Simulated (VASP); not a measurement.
# BP (an interface model) in VASP: a series of runs, part 2 of 2

VASP 6.6.1.

## 3. Single point, PBE

This run uses another cell than the first one, of 11.85 Å³/atom.

INCAR reads:

```
PREC = Accurate
ENCUT = 520
EDIFF = 1E-6
ISMEAR = 0
SIGMA = 0.05
LREAL = Auto
LASPH = True
NELM = 100
ALGO = Normal
ISIF = 2
LWAVE = False
LCHARG = True
GGA = PE
LELF = True
LVHAR = True
NBANDS = 46
```

KPOINTS reads:

```
Automatic mesh
0
Gamma
  8 8 2
```

POSCAR reads:

```
BP
1.0
    3.2161365136      0.0000000000      0.0000000000
    0.0000000000      3.2161365136      0.0000000000
    0.0000000000      0.0000000000     18.3354522938
B P
8 8
Direct
    0.0000000000      0.0000000000     -0.0067000690
    0.5000000000      0.5000000000      0.1178383782
    0.0000000000      0.0000000000      0.2418542514
    0.5000000000      0.5000000000      0.3661810863
    1.0000000000      0.5000000000      0.5713189137
    0.5000000000      0.0000000000      0.6956457486
    1.0000000000      0.5000000000      0.8196616218
    0.5000000000      0.0000000000      0.9442000690
    1.0000000000      0.5000000000      0.0548790797
    0.5000000000      0.0000000000      0.1792969872
    1.0000000000      0.5000000000      0.3038124671
    0.5000000000      0.0000000000      0.4255579838
    0.0000000000      0.0000000000      0.5119420162
    0.5000000000      0.5000000000      0.6336875329
    0.0000000000      0.0000000000      0.7582030128
    0.5000000000      0.5000000000      0.8826209203
```

Potentials or basis: VASP PAW PBE potentials, release 64 (B, P).

Launch:

```sh
$ cat potpaw_PBE.64/B/POTCAR potpaw_PBE.64/P/POTCAR > POTCAR
$ mpirun -np 1 vasp_std > vasp.out
```

OUTCAR:

```text
PREC = Accurate
   ENCUT = 520
   EDIFF = 1E-6
   ISMEAR = 0
   LREAL = Auto
   LASPH = True
   NELM = 100
   ISIF = 2
   GGA = PE

 ion  position               nearest neighbor table
   1  0.000  0.000  0.993-   8 1.84   8 1.84   9 1.96   9 1.96
   2  0.500  0.500  0.118-  10 1.96  10 1.96   9 1.98   9 1.98
   3  0.000  0.000  0.242-  11 1.97  11 1.97  10 1.98  10 1.98
   4  0.500  0.500  0.366-  12 1.94  12 1.94  11 1.97  11 1.97
   5  0.000  0.500  0.571-  13 1.94  13 1.94  14 1.97  14 1.97
   6  0.500  0.000  0.696-  14 1.97  14 1.97  15 1.98  15 1.98
[... 8 lines left out ...]
  15  0.000  0.000  0.758-   7 1.96   7 1.96   6 1.98   6 1.98
[... 1361 lines left out ...]
  Total       -2.8982323      0.0803723     -0.2694063      0.0000000      0.0000000      0.0000000
  in kB      -24.4840465      0.6789788     -2.2759244      0.0000000      0.0000000      0.0000000
  external PRESSURE =      -8.6936640 kB  Pullay stress =       0.0000000 kB

 VOLUME and BASIS-vectors are now :
 -----------------------------------------------------------------------------
  energy-cutoff  :      520.00
  volume of cell :      189.65
      direct lattice vectors                 reciprocal lattice vectors
     3.216136514  0.000000000  0.000000000     0.310932075  0.000000000  0.000000000
     0.000000000  3.216136514  0.000000000     0.000000000  0.310932075  0.000000000
     0.000000000  0.000000000 18.335452294     0.000000000  0.000000000  0.054539151

 POSITION                                       TOTAL-FORCE (eV/Angst)
 -----------------------------------------------------------------------------------
      0.00000      0.00000     18.21260         0.000000      0.000000     -0.006061
      1.60807      1.60807      2.16062         0.000000      0.000000     -0.002997
      0.00000      0.00000      4.43451         0.000000      0.000000     -0.007955
      1.60807      1.60807      6.71410         0.000000      0.000000     -0.001159
      0.00000      1.60807     10.47539         0.000000      0.000000      0.001159
      1.60807      0.00000     12.75498         0.000000      0.000000      0.007955
[... 8 lines left out ...]
      0.00000      0.00000     13.90200         0.000000      0.000000     -0.005419
      1.60807      1.60807     16.18325         0.000000      0.000000     -0.010889
 -----------------------------------------------------------------------------------
    total drift:                               -0.000000     -0.000000      0.000014

  FREE ENERGIE OF THE ION-ELECTRON SYSTEM (eV)
  ---------------------------------------------------
  free  energy   TOTEN  =      -100.5151571792 eV

  energy  without entropy=     -100.5083574561  energy(sigma->0) =     -100.51175732
```

OSZICAR:

```text
N       E                     dE             d eps       ncg     rms          rms(c)
DAV:   1     0.190960675743E+03    0.19096E+03   -0.28148E+04  4600   0.124E+03
DAV:   2    -0.919140403379E+02   -0.28287E+03   -0.26651E+03  5838   0.210E+02
DAV:   3    -0.107794150776E+03   -0.15880E+02   -0.15692E+02  5928   0.470E+01
DAV:   4    -0.108065393743E+03   -0.27124E+00   -0.26995E+00  5952   0.679E+00
[... 12 lines left out ...]
DAV:  17    -0.100515543508E+03   -0.10865E-03   -0.17872E-04  5502   0.490E-02    0.143E-01
DAV:  18    -0.100515416592E+03    0.12692E-03   -0.16065E-05  6440   0.245E-02    0.110E-01
DAV:  19    -0.100515139986E+03    0.27661E-03   -0.16134E-04  7188   0.105E-01    0.289E-02
DAV:  20    -0.100515156402E+03   -0.16416E-04   -0.85789E-05  5798   0.363E-02    0.343E-02
DAV:  21    -0.100515157179E+03   -0.77677E-06   -0.81227E-06  5094   0.106E-02
   1 F= -.10051516E+03 E0= -.10051176E+03  d E =-.679972E-02
```

Run time: 18 min. Hardware: 1 thread of Intel Xeon 8259CL, shared host; peak memory 0.42 GiB.

What came out:

```
Free energy            : -100.5152 eV
Pressure               : -0.9 GPa
Largest force          : 0.011 eV/Å
Band gap on the k mesh : zero (bands 32 and 33 overlap by 1.18 eV)
```

Forces in eV/Å, atoms in the order of the input:
```
B    0.000  0.000 -0.006
B    0.000  0.000 -0.003
B    0.000  0.000 -0.008
B    0.000  0.000 -0.001
B    0.000  0.000  0.001
B    0.000  0.000  0.008
B    0.000  0.000  0.003
B    0.000  0.000  0.006
P    0.000  0.000  0.011
P    0.000  0.000  0.005
P    0.000  0.000  0.009
P    0.000  0.000  0.006
P    0.000  0.000 -0.006
P    0.000  0.000 -0.009
P    0.000  0.000 -0.005
P    0.000  0.000 -0.011
```

Levels at points of the mesh, in eV from the Fermi level:
```tsv
k point	band 30	band 31	band 32	band 33	band 34	band 35
(0.00, 0.00, 0.00)	-0.10	0.02	0.16	0.32	0.83	0.87
(0.50, 0.00, 0.00)	-1.11	-1.03	-1.03	1.24	1.24	2.43
(0.00, 0.50, 0.00)	-1.43	-0.80	-0.09	1.11	2.03	2.10
(0.50, 0.50, 0.00)	-3.93	-2.85	-2.85	-0.78	-0.78	0.45
(0.00, 0.00, 0.50)	-0.10	0.02	0.06	0.16	0.83	0.84
(0.50, 0.00, 0.50)	-1.22	-1.03	-1.03	1.29	1.29	2.43
(0.00, 0.50, 0.50)	-1.43	-0.90	-0.09	1.16	2.08	2.10
(0.50, 0.50, 0.50)	-3.96	-2.88	-2.88	-0.73	-0.73	0.55
```
